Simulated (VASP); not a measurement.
# Se (I4_1/amd) in VASP: further runs

Se is run at these levels: PBEsol; tasks: single point, relaxation of cell and atoms.

Everything below comes from runs of VASP 6.6.1. Logs are shortened: lines on timing, memory, paths and dates and some standing lists are left out, and cuts for length are marked.

## 1. The cell of the first run

It takes space group I4_1/amd (No. 141, tetragonal). The conventional cell has a = 5.348 Å, b = 5.348 Å, c = 3.018 Å, α = 90.00°, β = 90.00°, γ = 90.00°. Within 3.7 Å of Se (site symmetry -4m2) lie 10 Se at 2.78 to 3.50 Å.

## 2. Single point, PBEsol

Input file INCAR:

```
SYSTEM = Se
PREC = Accurate
ENCUT = 520
EDIFF = 1E-6
ISMEAR = 0
SIGMA = 0.1
LREAL = .False.
LASPH = .True.
NELM = 80
ALGO = Normal
ISIF = 2
LWAVE = .False.
LCHARG = .False.
GGA = PS
NBANDS = 13
```

Input file KPOINTS:

```
Automatic mesh
0
Gamma
  6 6 6
  0 0 0
```

Input file POSCAR:

```
Se
1.0
   -2.6741555653      2.6741555653      1.5089767521
    2.6741555653     -2.6741555653      1.5089767521
    2.6741555653      2.6741555653     -1.5089767521
Se
2
Direct
    0.0000000000      0.0000000000      0.0000000000
    0.7500000000      0.2500000000      0.5000000000
```

Potentials or basis: VASP PAW PBE potentials, release 64 (Se).

Run with:

```console
cat potpaw_PBE.64/Se/POTCAR > POTCAR
mpirun -np 1 vasp_std > vasp.out
```

OUTCAR:

```text
SYSTEM = Se
   PREC = Accurate
   ENCUT = 520
   EDIFF = 1E-6
   ISMEAR = 0
   LREAL = .False.
   LASPH = .True.
   NELM = 80
   ISIF = 2
   GGA = PS

 ion  position               nearest neighbor table
   1  0.000  0.000  0.000-   2 2.78   2 2.78   2 2.78   2 2.78
   2  0.750  0.250  0.500-   1 2.78   1 2.78   1 2.78   1 2.78

  LATTYP: Found a body centered tetragonal cell.
 ALAT       =     5.3483111306
 C/A-ratio  =     0.5642815892

  Lattice vectors:

 A1 = (  -2.6741555653,   2.6741555653,   1.5089767521)
 A2 = (   2.6741555653,  -2.6741555653,   1.5089767521)
 A3 = (   2.6741555653,   2.6741555653,  -1.5089767521)

Analysis of symmetry for initial positions (statically):
=====================================================================
 Subroutine PRICEL returns:
 Original cell was already a primitive cell.

 Routine SETGRP: Setting up the symmetry group for a
 body centered tetragonal supercell.

 Subroutine GETGRP returns: Found 16 space group operations
 (whereof  8 operations were pure point group operations)
 out of a pool of 16 trial point group operations.

The static configuration has the point symmetry D_2d.
 The point group associated with its full space group is D_4h.

Analysis of symmetry for dynamics (positions and initial velocities):
=====================================================================
 Subroutine PRICEL returns:
 Original cell was already a primitive cell.

 Routine SETGRP: Setting up the symmetry group for a
 body centered tetragonal supercell.

 Subroutine GETGRP returns: Found 16 space group operations
 (whereof  8 operations were pure point group operations)
 out of a pool of 16 trial point group operations.

The dynamic configuration has the point symmetry D_2d.
 The point group associated with its full space group is D_4h.

 Subroutine INISYM returns: Found 16 space group operations
 (whereof  8 operations are pure point group operations),
 and found     1 'primitive' translations

----------------------------------------------------------------------------------------

                                     Primitive cell

  volume of cell :      43.1634

  direct lattice vectors                    reciprocal lattice vectors
    -2.674155565  2.674155565  1.508976752     0.000000000  0.186974911  0.331350367
     2.674155565 -2.674155565  1.508976752     0.186974911  0.000000000  0.331350367
     2.674155565  2.674155565 -1.508976752     0.186974911  0.186974911  0.000000000

  length of vectors
     4.071759670  4.071759670  4.071759670     0.380463774  0.380463774  0.264422456

  position of ions in fractional coordinates (direct lattice)
     0.000000000  0.000000000  0.000000000
     0.750000000  0.250000000  0.500000000

  ion indices of the primitive-cell ions
   primitive index   ion index
                 1           1
                 2           2

----------------------------------------------------------------------------------------

 KPOINTS: Automatic mesh

Automatic generation of k-mesh.
 Grid dimensions read from file:
 generate k-points for:    6    6    6

 Generating k-lattice:

  Cartesian coordinates                     Fractional coordinates (reciprocal lattice)
     0.000000000  0.031162485  0.055225061     0.166666667  0.000000000  0.000000000
     0.031162485  0.000000000  0.055225061     0.000000000  0.166666667  0.000000000
     0.031162485  0.031162485  0.000000000     0.000000000  0.000000000  0.166666667

  Length of vectors
     0.063410629  0.063410629  0.044070409

  Shift w.r.t. Gamma in fractional coordinates (k-lattice)
     0.000000000  0.000000000  0.000000000

 Subroutine IBZKPT returns following result:
 ===========================================

 Found     30 irreducible k-points:

 Following reciprocal coordinates:
            Coordinates               Weight
  0.000000  0.000000  0.000000      1.000000
  0.166667  0.000000 -0.000000      8.000000
  0.333333  0.000000 -0.000000      8.000000
  0.500000  0.000000  0.000000      4.000000
  0.166667  0.166667 -0.000000      8.000000
  0.333333  0.166667 -0.000000     16.000000
[... 16 lines left out ...]
 -0.333333 -0.333333  0.166667      8.000000
 -0.166667 -0.333333  0.166667      8.000000
 [... further k-points ...]
   k-points           NKPTS =     30   k-points in BZ     NKDIM =     30   number of bands    NBANDS=     13
   number of dos      NEDOS =    301   number of ions     NIONS =      2
   total plane-waves  NPLWV =  27000
   dimension x,y,z NGX =    30 NGY =   30 NGZ =   30
   dimension x,y,z NGXF=    60 NGYF=   60 NGZF=   60
   ions per type =               2
   NGX,Y,Z   is equivalent  to a cutoff of  12.25, 12.25, 12.25 a.u.
   NGXF,Y,Z  is equivalent  to a cutoff of  24.50, 24.50, 24.50 a.u.
 SYSTEM =  Se
   PREC   = accura    normal or accurate (medium, high low for compatibility)
   ISTART =      0    job   : 0-new  1-cont  2-samecut
   ICHARG =      2    charge: 1-file 2-atom 10-const
   ISPIN  =      1    spin polarized calculation?
   LNONCOLLINEAR =      F non collinear calculations
   LSORBIT =      F    spin-orbit coupling
   LASPH  =      T    aspherical Exc in radial PAW
   ENCUT  =  520.0 eV  38.22 Ry    6.18 a.u.   7.57  7.57  7.57*2*pi/ulx,y,z
   NELM   =     80;   NELMIN=  2; NELMDL= -5     # of ELM steps
   EDIFF  = 0.1E-05   stopping-criterion for ELM
   LREAL  =      F    real-space projection
   EDIFFG = 0.1E-04   stopping-criterion for IOM
   NSW    =      0    number of steps for IOM
   IBRION =     -1    ionic relax: 0-MD 1-quasi-New 2-CG
   NFREE  =      0    steps in history (QN), initial steepest desc. (CG)
   ISIF   =      2    stress and relaxation
   ISYM   =      2    0-nonsym 1-usesym 2-fastsym
   POTIM  = 0.5000    time-step for ionic-motion
   TEBEG  =    0.0;   TEEND  =   0.0 temperature during run
   PSTRESS=    0.0 pullay stress
   NELECT =      12.0000    total number of electrons
   NUPDOWN=      -1.0000    fix difference up-down
   EMIN   =  10.00;   EMAX   =-10.00  energy-range for DOS
   EFERMI =   0.00;   METHOD = LEGACY
   ISMEAR =     0;   SIGMA  =   0.10  broadening in eV -4-tet -1-fermi 0-gaus
   EFERMI_NEDOS =   21; number of points for ismear=-14 and -15
   IALGO  =     38    algorithm
   IMIX   =      4    mixing-type and parameters
     AMIX     =   0.40;   BMIX     =  1.00
     AMIX_MAG =   1.60;   BMIX_MAG =  1.00
  volume/ion in A,a.u.               =      21.58       145.64
  Fermi-wavevector in a.u.,A,eV,Ry     =   1.068472  2.019120 15.532862  1.141633
  Thomas-Fermi vector in A             =   2.204122
   LORBIT       =      0    0 simple, 1 ext, 2 COOP (PROOUT), +10 PAW based schemes
   GGA     = PS    functional components
   LHFCALC =     F    Hartree Fock is set to
   AEXX    =    0.0000 exact exchange contribution
   IVDW    =     0    specifies the selected vdW correction
   LEPSILON=     F    determine dielectric tensor
   LRPA    =     F    only Hartree local field effects (RPA)
 non-spin polarized calculation
 Gauss-broadening in eV      SIGMA  =   0.10
  energy-cutoff  :      520.00
  volume of cell :       43.16
 maximum number of plane-waves:      1178
   NGX = 15   NGY = 15   NGZ = 15

 number of electron      11.9999998 magnetization

 Free energy of the ion-electron system (eV)
  ---------------------------------------------------
  ext. energy  EPLUGINS =         0.00000000
  ---------------------------------------------------
  free energy    TOTEN  =        -7.03932944 eV

  energy without entropy =       -7.03304177  energy(sigma->0) =       -7.03618560

 E-fermi :   5.1446     XC(G=0): -10.3487

 val. band max:        5.1221662136   @ k =   0.5000   0.5000   0.1667
 cond. band min:       5.2044747580   @ k =  -0.3333   0.1667   0.0000
 fundamental gap:      0.0823085443
 Fermi energy:         5.1445970580

 k-point     1 :       0.0000    0.0000    0.0000
  band No.  band energies     occupation
      1     -11.1654      2.00000
      2      -6.0163      2.00000
      3       0.2278      2.00000
      4       0.2278      2.00000
      5       6.5116      0.00000
      6       6.6037      0.00000
      7       7.0106      0.00000
      8       7.0106      0.00000
      9       8.0478      0.00000
     10      13.5499      0.00000
     11      14.1306      0.00000
     12      14.4179      0.00000
     13      15.1987      0.00000

 k-point     2 :       0.1667    0.0000   -0.0000
  band No.  band energies     occupation
      1     -10.7076      2.00000
      2      -6.0964      2.00000
      3       0.2679      2.00000
      4       0.9754      2.00000
      5       4.1211      2.00000
      6       4.6190      2.00000
      7       6.3213      0.00000
      8       6.8503      0.00000
      9       8.9702      0.00000
     10      13.1394      0.00000
     11      13.9873      0.00000
     12      14.7546      0.00000
     13      16.3981      0.00000

 k-point     3 :       0.3333    0.0000   -0.0000
  band No.  band energies     occupation
      1      -9.4790      2.00000
      2      -6.2828      2.00000
      3       0.4704      2.00000
      4       0.6066      2.00000
      5       1.5687      2.00000
      6       3.3875      2.00000
      7       5.3172      0.01466
      8       6.0319      0.00000
      9      11.2240      0.00000
     10      11.4343      0.00000
     11      13.3852      0.00000
     12      15.9991      0.00000
     13      17.1529      0.00000
[... 305 lines left out ...]
 k-point    23 :      -0.3333   -0.3333    0.1667
  band No.  band energies     occupation
      1      -8.3145      2.00000
      2      -7.3610      2.00000
      3      -0.8922      2.00000
      4      -0.0537      2.00000
      5       0.7923      2.00000
      6       2.9886      2.00000
      7       7.1255      0.00000
      8       7.2206      0.00000
      9      12.8435      0.00000
     10      13.0573      0.00000
     11      16.0879      0.00000
     12      17.2811      0.00000
     13      18.0560      0.00000

 k-point    24 :      -0.1667   -0.3333    0.1667
  band No.  band energies     occupation
      1      -8.6930      2.00000
      2      -6.1292      2.00000
      3      -0.7602      2.00000
      4       0.5718      2.00000
      5       1.2039      2.00000
      6       1.6335      2.00000
      7       5.8450      0.00000
      8       6.2370      0.00000
      9      12.0447      0.00000
     10      12.0865      0.00000
     11      13.3826      0.00000
     12      17.2652      0.00000
     13      17.6381      0.00000

 [... further k-points ...]

------------------------ aborting loop because EDIFF is reached ----------------------------------------

  FORCE on cell =-STRESS in cart. coord.  units (eV):
  Direction    XX          YY          ZZ          XY          YZ          ZX
  --------------------------------------------------------------------------------------
  -------------------------------------------------------------------------------------
  Total        0.0131503      0.0131503      0.0118194      0.0000000     -0.0000000      0.0000000
  in kB        0.4881240      0.4881240      0.4387227      0.0000000     -0.0000000      0.0000000
  external PRESSURE =       0.4716569 kB  Pullay stress =       0.0000000 kB

 VOLUME and BASIS-vectors are now :
 -----------------------------------------------------------------------------
  energy-cutoff  :      520.00
  volume of cell :       43.16
      direct lattice vectors                 reciprocal lattice vectors
    -2.674155565  2.674155565  1.508976752     0.000000000  0.186974911  0.331350367
     2.674155565 -2.674155565  1.508976752     0.186974911  0.000000000  0.331350367
     2.674155565  2.674155565 -1.508976752     0.186974911  0.186974911  0.000000000

 POSITION                                       TOTAL-FORCE (eV/Angst)
 -----------------------------------------------------------------------------------
      0.00000      0.00000      0.00000         0.000000      0.000000      0.000000
     -0.00000      2.67416      0.75449        -0.000000     -0.000000     -0.000000
 -----------------------------------------------------------------------------------
    total drift:                                0.000000     -0.000000      0.000000

  FREE ENERGIE OF THE ION-ELECTRON SYSTEM (eV)
  ---------------------------------------------------
  free  energy   TOTEN  =        -7.0393294400 eV

  energy  without entropy=       -7.0330417682  energy(sigma->0) =       -7.03618560
```

Run time: 8.8 s. Hardware: 1 thread of AMD EPYC 9R45 (Zen 5), shared host; peak memory 0.13 GiB.

Results:

- Free energy: -7.0393 eV
- Pressure: 0.0 GPa
- Band gap on the k mesh: zero (bands 6 and 7 overlap by 2.08 eV)

Caveat: the k points lie up to 0.40 Å⁻¹ apart, too coarse for converged energies and pressures of a metal; the PAW data sets were made with another functional, which shifts forces and pressure a little.

## 3. Single point, PBEsol

This run uses another cell than the first one, of 27.08 Å³/atom.

Input file INCAR:

```
PREC = Accurate ; ENCUT = 520
EDIFF = 1E-6 ; ISMEAR = 0
SIGMA = 0.1 ; LREAL = F
LASPH = T ; NELM = 60
ALGO = Normal ; ISIF = 2
LWAVE = F ; LCHARG = F
GGA = PS ; NBANDS = 13
```

Input file KPOINTS:

```
regular mesh
0
Gamma
  6 6 6
```

Input file POSCAR:

```
Se
1.0
   -2.9168893579      2.9168893579      1.5912169889
    2.9168893579     -2.9168893579      1.5912169889
    2.9168893579      2.9168893579     -1.5912169889
Se
2
Direct
    0.0000000000      0.0000000000      0.0000000000
    0.7500000000      0.2500000000      0.5000000000
```

Potentials or basis: VASP PAW PBE potentials, release 64 (Se).

Run with:

```console
cat potpaw_PBE.64/Se/POTCAR > POTCAR
mpirun -np 1 vasp_std > vasp.out
```

OUTCAR:

```text
PREC = Accurate
   ENCUT = 520
   EDIFF = 1E-6
   ISMEAR = 0
   LREAL = F
   LASPH = T
   NELM = 60
   ISIF = 2
   GGA = PS

 ion  position               nearest neighbor table
   1  0.000  0.000  0.000-
   2  0.750  0.250  0.500-

  LATTYP: Found a body centered tetragonal cell.
 ALAT       =     5.8337787158
 C/A-ratio  =     0.5455184594

  Lattice vectors:

 A1 = (  -2.9168893579,   2.9168893579,   1.5912169889)
 A2 = (   2.9168893579,  -2.9168893579,   1.5912169889)
 A3 = (   2.9168893579,   2.9168893579,  -1.5912169889)

Analysis of symmetry for initial positions (statically):
=====================================================================
 Subroutine PRICEL returns:
 Original cell was already a primitive cell.

 Routine SETGRP: Setting up the symmetry group for a
 body centered tetragonal supercell.

 Subroutine GETGRP returns: Found 16 space group operations
 (whereof  8 operations were pure point group operations)
 out of a pool of 16 trial point group operations.

The static configuration has the point symmetry D_2d.
 The point group associated with its full space group is D_4h.

Analysis of symmetry for dynamics (positions and initial velocities):
=====================================================================
 Subroutine PRICEL returns:
 Original cell was already a primitive cell.

 Routine SETGRP: Setting up the symmetry group for a
 body centered tetragonal supercell.

 Subroutine GETGRP returns: Found 16 space group operations
 (whereof  8 operations were pure point group operations)
 out of a pool of 16 trial point group operations.

The dynamic configuration has the point symmetry D_2d.
 The point group associated with its full space group is D_4h.

 Subroutine INISYM returns: Found 16 space group operations
 (whereof  8 operations are pure point group operations),
 and found     1 'primitive' translations

[... 123 lines left out ...]
   LEPSILON=     F    determine dielectric tensor
   LRPA    =     F    only Hartree local field effects (RPA)
 non-spin polarized calculation
 Gauss-broadening in eV      SIGMA  =   0.10
  energy-cutoff  :      520.00
  volume of cell :       54.15
 maximum number of plane-waves:      1476
 NGX is ok and might be reduce to    36
   NGX = 17   NGY = 17   NGZ = 17

 number of electron      12.0000002 magnetization

 Free energy of the ion-electron system (eV)
  ---------------------------------------------------
  ext. energy  EPLUGINS =         0.00000000
  ---------------------------------------------------
  free energy    TOTEN  =        -6.56277667 eV

  energy without entropy =       -6.55918972  energy(sigma->0) =       -6.56098320

 E-fermi :   2.4895     XC(G=0):  -9.3618

 val. band max:        2.4327108364   @ k =   0.5000   0.5000   0.1667
 cond. band min:       2.5000787476   @ k =   0.5000   0.0000   0.0000
 fundamental gap:      0.0673679112
 Fermi energy:         2.4895421556

 k-point     1 :       0.0000    0.0000    0.0000
  band No.  band energies     occupation
      1     -11.9083      2.00000
      2      -8.7670      2.00000
      3      -1.1292      2.00000
      4      -1.1292      2.00000
      5       3.8320      0.00000
      6       3.8320      0.00000
      7       3.8380      0.00000
      8       3.8827      0.00000
      9       6.6121      0.00000
     10       9.6294      0.00000
     11      11.4294      0.00000
     12      11.8720      0.00000
     13      12.4916      0.00000
[... 354 lines left out ...]
  band No.  band energies     occupation
      1     -10.1848      2.00000
      2      -8.6211      2.00000
      3      -1.8890      2.00000
      4      -0.6732      2.00000
      5      -0.3612      2.00000
      6      -0.1557      2.00000
      7       3.4562      0.00000
      8       3.5310      0.00000
      9       9.3495      0.00000
     10       9.5045      0.00000
     11      10.8291      0.00000
     12      13.4954      0.00000
     13      14.2644      0.00000

 [... further k-points ...]

------------------------ aborting loop because EDIFF is reached ----------------------------------------

  FORCE on cell =-STRESS in cart. coord.  units (eV):
  Direction    XX          YY          ZZ          XY          YZ          ZX
  --------------------------------------------------------------------------------------
  -------------------------------------------------------------------------------------
  Total       -4.0550738     -4.0550738     -2.8575996      0.0000000     -0.0000000      0.0000000
  in kB     -119.9720374   -119.9720374    -84.5439709      0.0000000     -0.0000000      0.0000000
  external PRESSURE =    -108.1626819 kB  Pullay stress =       0.0000000 kB

 VOLUME and BASIS-vectors are now :
 -----------------------------------------------------------------------------
  energy-cutoff  :      520.00
  volume of cell :       54.15
      direct lattice vectors                 reciprocal lattice vectors
    -2.916889358  2.916889358  1.591216989     0.000000000  0.171415484  0.314224900
     2.916889358 -2.916889358  1.591216989     0.171415484  0.000000000  0.314224900
     2.916889358  2.916889358 -1.591216989     0.171415484  0.171415484  0.000000000

 POSITION                                       TOTAL-FORCE (eV/Angst)
 -----------------------------------------------------------------------------------
      0.00000      0.00000      0.00000         0.000000     -0.000000      0.000000
      0.00000      2.91689      0.79561        -0.000000      0.000000     -0.000000
 -----------------------------------------------------------------------------------
    total drift:                               -0.000000      0.000000     -0.000000

  FREE ENERGIE OF THE ION-ELECTRON SYSTEM (eV)
  ---------------------------------------------------
  free  energy   TOTEN  =        -6.5627766746 eV

  energy  without entropy=       -6.5591897206  energy(sigma->0) =       -6.56098320
```

OSZICAR:

```text
N       E                     dE             d eps       ncg     rms          rms(c)
DAV:   1     0.387844824593E+02    0.38784E+02   -0.48499E+03   780   0.765E+02
DAV:   2    -0.420418963493E+01   -0.42989E+02   -0.41064E+02  1106   0.122E+02
DAV:   3    -0.656400145952E+01   -0.23598E+01   -0.23482E+01   970   0.286E+01
DAV:   4    -0.657744679301E+01   -0.13445E-01   -0.13444E-01   935   0.268E+00
DAV:   5    -0.657750532706E+01   -0.58534E-04   -0.58534E-04   950   0.180E-01    0.329E+00
DAV:   6    -0.656559820623E+01    0.11907E-01   -0.12764E-02   905   0.590E-01    0.191E+00
DAV:   7    -0.656279186279E+01    0.28063E-02   -0.19230E-02   875   0.736E-01    0.142E-01
DAV:   8    -0.656277718860E+01    0.14674E-04   -0.70149E-04   895   0.148E-01    0.108E-02
DAV:   9    -0.656277667458E+01    0.51402E-06   -0.88639E-06   985   0.199E-02
   1 F= -.65627767E+01 E0= -.65609832E+01  d E =-.358695E-02
```

Run time: 14 s. Hardware: 1 thread of AMD EPYC 9R45 (Zen 5), shared host; peak memory 0.17 GiB.

Results:

```
Free energy            : -6.5628 eV
Pressure               : -10.8 GPa
Band gap on the k mesh : zero (bands 6 and 7 overlap by 1.72 eV)
```

Caveat: the k points lie up to 0.37 Å⁻¹ apart, too coarse for converged energies and pressures of a metal; the PAW data sets were made with another functional, which shifts forces and pressure a little.

(Part 1 of 2 ends here.)
